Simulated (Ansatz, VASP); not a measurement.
Cr in VASP and in Ansatz

Contents of INCAR:

```
SYSTEM = Cr
ALGO = Normal
EDIFF = 1E-7
ENCUT = 520
GGA = PE
ISIF = 2
ISMEAR = -1
LASPH = .True.
LCHARG = .False.
LREAL = .False.
LWAVE = .False.
NBANDS = 25
NELM = 60
PREC = Accurate
SIGMA = 0.1
```

The input KPOINTS:

```
k-points
0
Gamma
  10 10 15
  0 0 0
```

The input POSCAR:

```
Cr
1.0
    4.2337145407      0.0000000000      0.0000000000
   -2.1168572704      3.6665043446      0.0000000000
    0.0000000000      0.0000000000      2.2904269274
Cr
3
Direct
    1.0000000000      0.0000000000      0.0000000000
    0.3333333333      0.6666666667      0.5000000000
    0.6666666667      0.3333333333      0.5000000000
```

Input for Ansatz:

```yaml
crystal:
  lattice:
    - [4.2337145407, 0.0, 0.0]
    - [-2.1168572704, 3.6665043446, 0.0]
    - [0.0, 0.0, 2.2904269274]
  atoms:
    - { symbol: Cr, position: [1.0, 0.0, 0.0] }
    - { symbol: Cr, position: [0.3333333333, 0.6666666667, 0.5] }
    - { symbol: Cr, position: [0.6666666667, 0.3333333333, 0.5] }
hamiltonian:
  xc: pbe
  pseudopotentials:
    kind: paw
    azcp:
      Cr: "pseudopotentials/Cr.paw.azcp"
basis:
  ecutwfc: 420
  fft_grid_basis: typed
kpoints:
  mp_grid: { grid: [10, 10, 15], shift: [0, 0, 0] }
magnetization:
  spin_polarized: false
scf:
  occupations: { method: fermi_dirac, width: 0.1 }
  lower_state_search: "off"
output:
  stress: true
```

Alike in both runs: task single point; functional PBE; k mesh 10 × 10 × 15; occupations fermi-dirac, width 0.1 eV; no spin polarisation.

|  | VASP | Ansatz |
| --- | --- | --- |
| version | VASP 6.6.1 | Ansatz 0.2.0 |
| potentials or method | VASP PAW PBE potentials, release 64 (Cr_pv), cutoff 520 eV | plane waves (420 eV) with PAW, scalar-relativistic |
| valence electrons in the cell | 36 | 42 |

```csv
,VASP,Ansatz,Ansatz less VASP
pressure (GPa),-0.3,0.1,+0.35
"traceless stress, the component that is largest in VASP (GPa)",0.45,0.44,-0.011
```

VASP's potentials hold 36 valence electrons a cell and Ansatz's 42, so a difference there can come from the potentials and not from the codes.
